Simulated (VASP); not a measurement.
Write the native input for VASP 6.6.1 that does the following.

| Quantity | Value |
| --- | --- |
| Task | single point |
| Functional | RPBE |
| Potentials or basis | VASP PAW PBE potentials, release 64 (Ni) |
| Cutoff | 520 eV |
| k mesh | 13 × 13 × 13 |
| Occupations | fermi-dirac, width 0.05 eV |
| Spin | collinear spin, ferromagnetic start |
| Starting moments | [-0.605, -0.605] μB |
| Dipole correction | no |
| Further INCAR settings | ALGO = Normal; EDIFF = 1e-07; NBANDS = 21 |

The structure of Ni lies in POSCAR:

```
Ni
1.0
    2.8566139283      0.0000000000      0.0000000000
    0.0000000000      2.8566139283      0.0000000000
    0.0000000000      0.0000000000      2.8566139283
Ni
2
Direct
    0.0000000000      0.0000000000      0.0000000000
    0.5000000000      0.5000000000      0.5000000000
```

This cell differs from its parent crystal: volume scaled by 1.04.

The input as run:

INCAR

```
PREC = Accurate
ENCUT = 520
EDIFF = 1E-7
ISMEAR = -1
SIGMA = 0.05
LREAL = F
LASPH = T
NELM = 150
ALGO = Normal
ISIF = 2
LWAVE = F
LCHARG = F
ISPIN = 2
MAGMOM = -0.605 -0.605
LORBIT = 11
LMAXMIX = 4
GGA = RP
NBANDS = 21
```

KPOINTS

```
regular mesh
0
Gamma
  13 13 13
```

Potentials or basis: VASP PAW PBE potentials, release 64 (Ni).

The run is started by

```bash
$ cat potpaw_PBE.64/Ni/POTCAR > POTCAR
$ mpirun -np 1 vasp_std > vasp.out
```

Results of the run:

```
Pressure                                              : -4.5 GPa
Net moment                                            : -1.19 μB per cell
Site moments                                          : Ni -0.61 μB
Valence electrons inside the program's atomic spheres : Ni 9.19
```

Caveat: the PAW data sets were made with another functional, which shifts forces and pressure a little.

It took 43 s on 1 thread of Intel Xeon 6975P-C (shared host), peak memory 0.19 GiB.
